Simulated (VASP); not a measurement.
The system is GaAs.

```
Ga As
1.0
     3.60640    0.00000    0.00000
    -1.80320    3.12324    0.00000
     0.00000    0.00000    3.57319
Ga As
1 1
Direct
  0.33333 0.66667 0.50000
  0.00000 0.00000 0.00000
```

| Item | Value |
| --- | --- |
| Program | VASP 6.6.1 |
| Task | relaxation of cell and atoms |
| Functional | PBE |
| Potentials or basis | VASP PAW PBE potentials, release 64 (Ga_d, As) |
| Cutoff | 600 eV |
| k mesh | 9 × 9 × 8 |
| Occupations | fermi-dirac, width 0.05 eV |
| Spin | no spin polarisation |

At the start: pressure -0.1 GPa; volume 20.12 Å³/atom.

How do energy, volume and symmetry change on relaxing?

Over 11 steps the energy falls by 28.3 meV/atom and the volume is 20.65 Å³/atom (+2.6 %); space group P-6m2 (No. 187, to 0.05 Å).

Step by step:
| step | energy change (eV) | largest force (eV/Å) | pressure (GPa) | volume (Å³) |
| --- | --- | --- | --- | --- |
| 1 | 0.0000 | 0.0000 | -0.15 | 40.25 |
| 2 | -0.0138 | 0.0000 | 0.09 | 40.13 |
| 3 | -0.0426 | 0.0000 | 1.87 | 39.70 |
| 4 | -0.0517 | 0.0000 | 0.50 | 40.62 |
| 5 | -0.0538 | 0.0000 | -0.18 | 41.17 |
| 6 | -0.0541 | 0.0000 | -0.50 | 41.44 |
| 7 | -0.0542 | 0.0000 | -0.63 | 41.56 |
| 8 | -0.0560 | 0.0000 | -0.57 | 41.70 |
| 9 | -0.0560 | 0.0000 | -0.52 | 41.69 |
| 10 | -0.0567 | 0.0000 | -0.03 | 41.31 |
| 11 | -0.0567 | 0.0000 | 0.02 | 41.30 |

Final structure:
```
Ga As
1.0
     3.82413    0.00000    0.00000
    -1.91206    3.31179    0.00000
     0.00000    0.00000    3.26069
Ga As
1 1
Direct
  0.33333 0.66667 0.50000
  0.00000 0.00000 0.00000
```
